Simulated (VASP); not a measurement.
# CaSi2N3 (P6/mmm) in VASP: further runs

The runs below take CaSi2N3 through single point, with PBE.

Everything below comes from runs of VASP 6.6.1. Logs are shortened: lines on timing, memory, paths and dates and some standing lists are left out, and cuts for length are marked.

## 1. The cell of the first run

The structure is hexagonal, space group P6/mmm (No. 191). Conventional cell: a = 5.205 Å, b = 5.205 Å, c = 2.604 Å, α = 90.00°, β = 90.00°, γ = 120.00°. Within 3.4 Å of Ca (site symmetry 6/mmm) lie 2 Ca at 2.60 Å and 12 N at 2.91 Å and 6 Si at 3.01 Å. Within 2.7 Å of Si (site symmetry -6m2) lie 6 N at 1.99 Å and 2 Si at 2.60 Å. Within 2.7 Å of N (site symmetry mmm) lie 4 Si at 1.99 Å and 6 N at 2.60 Å.

The cell was generated, and may not be a known phase.

## 2. Single point, PBE

INCAR

```
SYSTEM = CaSi2N3
PREC = Accurate
ENCUT = 520
EDIFF = 1E-7
ISMEAR = 0
SIGMA = 0.1
LREAL = .FALSE.
LASPH = .TRUE.
NELM = 60
ALGO = Fast
ISIF = 2
LWAVE = .FALSE.
LCHARG = .TRUE.
GGA = PE
LELF = .TRUE.
LVHAR = .TRUE.
NBANDS = 26
```

KPOINTS

```
regular mesh
0
G
  6 6 6
  0 0 0
```

POSCAR

```
CaSi2N3
1.0
    5.2053432649      0.0000000000      0.0000000000
   -2.6026716324      4.5079595028      0.0000000000
    0.0000000000      0.0000000000      2.6042526415
Ca Si N
1 2 3
Direct
    0.0000000000      0.0000000000      0.5000000000
    0.6666666667      0.3333333333      0.5000000000
    0.3333333333      0.6666666667      0.5000000000
    0.0000000000      0.5000000000      0.0000000000
    0.5000000000      0.5000000000      0.0000000000
    0.5000000000      0.0000000000      0.0000000000
```

Potentials or basis: VASP PAW PBE potentials, release 64 (Ca_sv, Si, N).

Command:

```
cat potpaw_PBE.64/Ca_sv/POTCAR potpaw_PBE.64/Si/POTCAR potpaw_PBE.64/N/POTCAR > POTCAR
mpirun -np 1 vasp_std > vasp.out
```

OUTCAR:

```text
SYSTEM = CaSi2N3
   PREC = Accurate
   ENCUT = 520
   EDIFF = 1E-7
   ISMEAR = 0
   LREAL = .FALSE.
   LASPH = .TRUE.
   NELM = 60
   ISIF = 2
   GGA = PE

 ion  position               nearest neighbor table
   1  0.000  0.000  0.500-   2 3.01   3 3.01   3 3.01   2 3.01   2 3.01   3 3.01
   2  0.667  0.333  0.500-   6 1.99   6 1.99   4 1.99   4 1.99   5 1.99   5 1.99   1 3.01   3 3.01
                             3 3.01   1 3.01   1 3.01   3 3.01
   3  0.333  0.667  0.500-   6 1.99   6 1.99   4 1.99   4 1.99   5 1.99   5 1.99   1 3.01   2 3.01
                             2 3.01   1 3.01   1 3.01   2 3.01
   4  0.000  0.500  0.000-   2 1.99   3 1.99   2 1.99   3 1.99
   5  0.500  0.500  0.000-   2 1.99   3 1.99   2 1.99   3 1.99
   6  0.500  0.000  0.000-   2 1.99   3 1.99   2 1.99   3 1.99

  LATTYP: Found a hexagonal cell.
 ALAT       =     5.2053432649
 C/A-ratio  =     0.5003037281

  Lattice vectors:

 A1 = (   5.2053432649,   0.0000000000,   0.0000000000)
 A2 = (  -2.6026716324,   4.5079595028,   0.0000000000)
 A3 = (   0.0000000000,   0.0000000000,   2.6042526415)

Analysis of symmetry for initial positions (statically):
=====================================================================
 Subroutine PRICEL returns:
 Original cell was already a primitive cell.

 Routine SETGRP: Setting up the symmetry group for a
 hexagonal supercell.

 Subroutine GETGRP returns: Found 24 space group operations
 (whereof 24 operations were pure point group operations)
 out of a pool of 24 trial point group operations.

The static configuration has the point symmetry D_6h.

Analysis of symmetry for dynamics (positions and initial velocities):
=====================================================================
 Subroutine PRICEL returns:
 Original cell was already a primitive cell.

 Routine SETGRP: Setting up the symmetry group for a
 hexagonal supercell.

 Subroutine GETGRP returns: Found 24 space group operations
 (whereof 24 operations were pure point group operations)
 out of a pool of 24 trial point group operations.

The dynamic configuration has the point symmetry D_6h.

 Subroutine INISYM returns: Found 24 space group operations
 (whereof 24 operations are pure point group operations),
 and found     1 'primitive' translations

----------------------------------------------------------------------------------------

                                     Primitive cell

  volume of cell :      61.1100

  direct lattice vectors                    reciprocal lattice vectors
     5.205343265  0.000000000  0.000000000     0.192110289  0.110914927  0.000000000
    -2.602671632  4.507959503  0.000000000     0.000000000  0.221829854  0.000000000
     0.000000000  0.000000000  2.604252642     0.000000000  0.000000000  0.383987323

  length of vectors
     5.205343265  5.205343265  2.604252642     0.221829854  0.221829854  0.383987323

  position of ions in fractional coordinates (direct lattice)
     0.000000000  0.000000000  0.500000000
     0.666666667  0.333333333  0.500000000
     0.333333333  0.666666667  0.500000000
     1.000000000  0.500000000  0.000000000
     0.500000000  0.500000000  0.000000000
     0.500000000  0.000000000  0.000000000

  ion indices of the primitive-cell ions
   primitive index   ion index
                 1           1
                 2           2
                 3           3
                 4           4
                 5           5
                 6           6

----------------------------------------------------------------------------------------

 KPOINTS: regular mesh

Automatic generation of k-mesh.
 Grid dimensions read from file:
 generate k-points for:    6    6    6

 Generating k-lattice:

  Cartesian coordinates                     Fractional coordinates (reciprocal lattice)
     0.032018382  0.018485821  0.000000000     0.166666667 -0.000000000  0.000000000
     0.000000000  0.036971642  0.000000000     0.000000000  0.166666667  0.000000000
     0.000000000  0.000000000  0.063997887     0.000000000  0.000000000  0.166666667

  Length of vectors
     0.036971642  0.036971642  0.063997887

  Shift w.r.t. Gamma in fractional coordinates (k-lattice)
     0.000000000  0.000000000  0.000000000

 Subroutine IBZKPT returns following result:
 ===========================================

 Found     28 irreducible k-points:

 Following reciprocal coordinates:
            Coordinates               Weight
  0.000000  0.000000  0.000000      1.000000
  0.166667  0.000000  0.000000      6.000000
  0.333333  0.000000  0.000000      6.000000
  0.500000  0.000000  0.000000      3.000000
  0.166667  0.166667  0.000000      6.000000
  0.333333  0.166667  0.000000     12.000000
[... 16 lines left out ...]
  0.166667  0.000000  0.500000      6.000000
  0.333333  0.000000  0.500000      6.000000
 [... further k-points ...]
   k-points           NKPTS =     28   k-points in BZ     NKDIM =     28   number of bands    NBANDS=     26
   number of dos      NEDOS =    301   number of ions     NIONS =      6
   total plane-waves  NPLWV =  32000
   dimension x,y,z NGX =    40 NGY =   40 NGZ =   20
   dimension x,y,z NGXF=    80 NGYF=   80 NGZF=   40
   ions per type =               1   2   3
   NGX,Y,Z   is equivalent  to a cutoff of  12.78, 12.78, 12.77 a.u.
   NGXF,Y,Z  is equivalent  to a cutoff of  25.55, 25.55, 25.53 a.u.
 SYSTEM =  CaSi2N3
   PREC   = accura    normal or accurate (medium, high low for compatibility)
   ISTART =      0    job   : 0-new  1-cont  2-samecut
   ICHARG =      2    charge: 1-file 2-atom 10-const
   ISPIN  =      1    spin polarized calculation?
   LNONCOLLINEAR =      F non collinear calculations
   LSORBIT =      F    spin-orbit coupling
   LASPH  =      T    aspherical Exc in radial PAW
   ENCUT  =  520.0 eV  38.22 Ry    6.18 a.u.   9.68  9.68  4.84*2*pi/ulx,y,z
   NELM   =     60;   NELMIN=  2; NELMDL= -5     # of ELM steps
   EDIFF  = 0.1E-06   stopping-criterion for ELM
   LREAL  =      F    real-space projection
   EDIFFG = 0.1E-05   stopping-criterion for IOM
   NSW    =      0    number of steps for IOM
   IBRION =     -1    ionic relax: 0-MD 1-quasi-New 2-CG
   NFREE  =      0    steps in history (QN), initial steepest desc. (CG)
   ISIF   =      2    stress and relaxation
   ISYM   =      2    0-nonsym 1-usesym 2-fastsym
   POTIM  = 0.5000    time-step for ionic-motion
   TEBEG  =    0.0;   TEEND  =   0.0 temperature during run
   PSTRESS=    0.0 pullay stress
   NELECT =      33.0000    total number of electrons
   NUPDOWN=      -1.0000    fix difference up-down
   EMIN   =  10.00;   EMAX   =-10.00  energy-range for DOS
   EFERMI =   0.00;   METHOD = LEGACY
   ISMEAR =     0;   SIGMA  =   0.10  broadening in eV -4-tet -1-fermi 0-gaus
   EFERMI_NEDOS =   21; number of points for ismear=-14 and -15
   IALGO  =     68    algorithm
   IMIX   =      4    mixing-type and parameters
     AMIX     =   0.40;   BMIX     =  1.00
     AMIX_MAG =   1.60;   BMIX_MAG =  1.00
  volume/ion in A,a.u.               =      10.19        68.73
  Fermi-wavevector in a.u.,A,eV,Ry     =   1.333139  2.519267 24.181071  1.777259
  Thomas-Fermi vector in A             =   2.462020
   LORBIT       =      0    0 simple, 1 ext, 2 COOP (PROOUT), +10 PAW based schemes
   GGA     = PE    functional components
   LHFCALC =     F    Hartree Fock is set to
   AEXX    =    0.0000 exact exchange contribution
   IVDW    =     0    specifies the selected vdW correction
   LEPSILON=     F    determine dielectric tensor
   LRPA    =     F    only Hartree local field effects (RPA)
 non-spin polarized calculation
 RMM-DIIS sequential band-by-band and
 Gauss-broadening in eV      SIGMA  =   0.10
  energy-cutoff  :      520.00
  volume of cell :       61.11
 maximum number of plane-waves:      1677
 NGX is ok and might be reduce to    40
   NGX = 19   NGY = 19   NGZ =  9

 number of electron      32.9999994 magnetization

 Free energy of the ion-electron system (eV)
  ---------------------------------------------------
  ext. energy  EPLUGINS =         0.00000000
  ---------------------------------------------------
  free energy    TOTEN  =       -37.54813935 eV

  energy without entropy =      -37.54211439  energy(sigma->0) =      -37.54512687

 E-fermi :   9.7574     XC(G=0): -11.8128

 val. band max:        9.7210475935   @ k =   0.3333   0.1667   0.0000
 cond. band min:       9.7610365286   @ k =   0.3333   0.3333   0.0000
 fundamental gap:      0.0399889351
 Fermi energy:         9.7574395948

 k-point     1 :       0.0000    0.0000    0.0000
  band No.  band energies     occupation
      1     -32.3010      2.00000
      2     -13.3175      2.00000
      3     -13.3175      2.00000
      4     -12.1950      2.00000
      5      -9.7168      2.00000
      6      -6.2109      2.00000
[... 18 lines left out ...]
     25      16.8558      0.00000
     26      17.7546      0.00000

 k-point     2 :       0.1667    0.0000    0.0000
  band No.  band energies     occupation
      1     -32.3009      2.00000
      2     -13.3413      2.00000
      3     -13.3220      2.00000
      4     -12.1949      2.00000
      5      -9.5557      2.00000
      6      -6.6589      2.00000
[... 18 lines left out ...]
     25      16.6725      0.00000
     26      16.8502      0.00000

 k-point     3 :       0.3333    0.0000    0.0000
  band No.  band energies     occupation
      1     -32.3006      2.00000
      2     -13.3863      2.00000
      3     -13.3310      2.00000
      4     -12.1947      2.00000
      5      -9.1292      2.00000
      6      -7.4679      2.00000
[... 572 lines left out ...]
 k-point    23 :       0.1667    0.0000    0.5000
  band No.  band energies     occupation
      1     -31.8663      2.00000
      2     -14.4871      2.00000
      3     -12.9580      2.00000
      4     -12.9546      2.00000
      5      -6.8703      2.00000
      6      -4.4280      2.00000
[... 18 lines left out ...]
     25      15.2728      0.00000
     26      17.4318      0.00000

 k-point    24 :       0.3333    0.0000    0.5000
  band No.  band energies     occupation
      1     -31.8662      2.00000
      2     -14.4827      2.00000
      3     -12.9669      2.00000
      4     -12.9568      2.00000
      5      -6.6073      2.00000
      6      -5.0890      2.00000
[... 18 lines left out ...]
     25      16.6951      0.00000
     26      16.9406      0.00000

 [... further k-points ...]
[... 5 lines left out ...]
  --------------------------------------------------------------------------------------
  -------------------------------------------------------------------------------------
  Total       -0.0571518     -0.0571518      0.0071394     -0.0000000     -0.0000000      0.0000000
  in kB       -1.4984019     -1.4984019      0.1871800     -0.0000000     -0.0000000      0.0000000
  external PRESSURE =      -0.9365413 kB  Pullay stress =       0.0000000 kB

 VOLUME and BASIS-vectors are now :
 -----------------------------------------------------------------------------
  energy-cutoff  :      520.00
  volume of cell :       61.11
      direct lattice vectors                 reciprocal lattice vectors
     5.205343265  0.000000000  0.000000000     0.192110289  0.110914927  0.000000000
    -2.602671632  4.507959503  0.000000000     0.000000000  0.221829854  0.000000000
     0.000000000  0.000000000  2.604252642     0.000000000  0.000000000  0.383987323

 POSITION                                       TOTAL-FORCE (eV/Angst)
 -----------------------------------------------------------------------------------
      0.00000      0.00000      1.30213         0.000000      0.000000      0.000000
      2.60267      1.50265      1.30213         0.000000     -0.000000     -0.000000
     -0.00000      3.00531      1.30213        -0.000000      0.000000      0.000000
     -1.30134      2.25398      0.00000         0.000000      0.000000      0.000000
      1.30134      2.25398      0.00000         0.000000      0.000000      0.000000
      2.60267      0.00000      0.00000         0.000000      0.000000      0.000000
 -----------------------------------------------------------------------------------
    total drift:                               -0.000000      0.000000     -0.000000

  FREE ENERGIE OF THE ION-ELECTRON SYSTEM (eV)
  ---------------------------------------------------
  free  energy   TOTEN  =       -37.5481393460 eV

  energy  without entropy=      -37.5421143932  energy(sigma->0) =      -37.54512687
```

Run time: 92 s. Hardware: 1 thread of Oxide Virtual Turin-like, shared host; peak memory 0.17 GiB.

Results:

* Free energy: -37.5481 eV
* Pressure: -0.1 GPa
* Band gap on the k mesh: zero (an odd number of electrons rules out a gap without spin polarisation)

Stress tensor (GPa, compression positive):
```
-0.15  0.00  0.00
 0.00 -0.15  0.00
 0.00  0.00  0.02
```

Levels at points of the mesh, in eV from the Fermi level:
| k point | band 15 | band 16 | band 17 | band 18 | band 19 | band 20 |
| --- | --- | --- | --- | --- | --- | --- |
| (0.00, 0.00, 0.00) | -1.48 | -1.28 | -0.43 | 1.04 | 1.57 | 1.57 |
| (0.50, 0.00, 0.00) | -2.16 | -1.51 | -0.04 | 2.16 | 2.62 | 4.11 |
| (0.00, 0.00, 0.50) | -1.54 | -1.54 | -0.30 | 1.23 | 1.23 | 2.96 |
| (0.50, 0.00, 0.50) | -3.37 | -1.77 | -0.79 | 0.90 | 1.14 | 1.41 |

Caveat: the k points lie up to 0.40 Å⁻¹ apart, too coarse for converged energies and pressures of a metal; an odd number of electrons without spin polarisation forces a metal; a magnetic or distorted state may lie lower.

## 3. Single point, PBE

This run uses another cell than the first one, of 13.63 Å³/atom.

INCAR

```
PREC     = Accurate       # precision mode
ENCUT    = 520            # plane-wave cutoff, eV
EDIFF    = 1E-6           # SCF threshold, eV
ISMEAR   = 0              # smearing method
SIGMA    = 0.1            # smearing width, eV
LREAL    = F              # projectors in reciprocal space
LASPH    = T              # aspherical terms in the spheres
NELM     = 60             # most SCF steps
ALGO     = Normal         # electronic algorithm
ISIF     = 2              # what is computed and relaxed
LWAVE    = F              # write WAVECAR
LCHARG   = T              # write CHGCAR
GGA      = PE             # functional
LELF     = T              # ELF
LVHAR    = T            
NBANDS   = 26             # bands
```

KPOINTS

```
regular mesh
0
Gamma
  6 6 6
```

POSCAR

```
CaSi2N3
1.0
    5.4403391200      0.0000000000      0.0000000000
   -2.7201695600      4.7114718800      0.0000000000
    0.0000000000      0.0000000000      3.1894089600
Ca Si N
1 2 3
Direct
    0.0000000000      0.0000000000      0.5000000000
    0.6666666700      0.3333333300      0.5000000000
    0.3333333300      0.6666666700      0.5000000000
    0.0000000000      0.5000000000      0.0000000000
    0.5000000000      0.5000000000      0.0000000000
    0.5000000000      0.0000000000      0.0000000000
```

Potentials or basis: VASP PAW PBE potentials, release 64 (Ca_sv, Si, N).

Command:

```
cat potpaw_PBE.64/Ca_sv/POTCAR potpaw_PBE.64/Si/POTCAR potpaw_PBE.64/N/POTCAR > POTCAR
mpirun -np 1 vasp_std > vasp.out
```

It took 1.7 min on 1 thread of Oxide Virtual Turin-like, shared host; peak memory 0.18 GiB.

Results (log left out):

- Free energy: -33.6807 eV
- Pressure: -21.0 GPa
- Band gap on the k mesh: zero (an odd number of electrons rules out a gap without spin polarisation)

Stress tensor (GPa, compression positive):
```
 -2.91   0.00   0.00
  0.00  -2.91   0.00
  0.00   0.00 -57.24
```

Levels at points of the mesh, in eV from the Fermi level:
```tsv
k point	band 13	band 14	band 15	band 16	band 17	band 18	band 19	band 20
(0.00, 0.00, 0.00)	-1.65	-1.65	-0.37	-0.37	-0.01	0.13	0.77	0.77
(0.50, 0.00, 0.00)	-2.86	-2.56	-1.70	-0.87	-0.36	-0.07	1.01	2.51
(0.00, 0.00, 0.50)	-3.66	-3.66	-0.01	-0.01	0.33	1.02	1.02	3.28
(0.50, 0.00, 0.50)	-2.43	-2.15	-1.96	-1.77	0.22	0.91	1.10	1.71
```

Caveat: the stress differs along the axes, from -57 to -3 GPa; an odd number of electrons without spin polarisation forces a metal; a magnetic or distorted state may lie lower.

[end of part 1 of 2]

The gap in the log of VASP goes by the Fermi energy; the results here count the filled bands.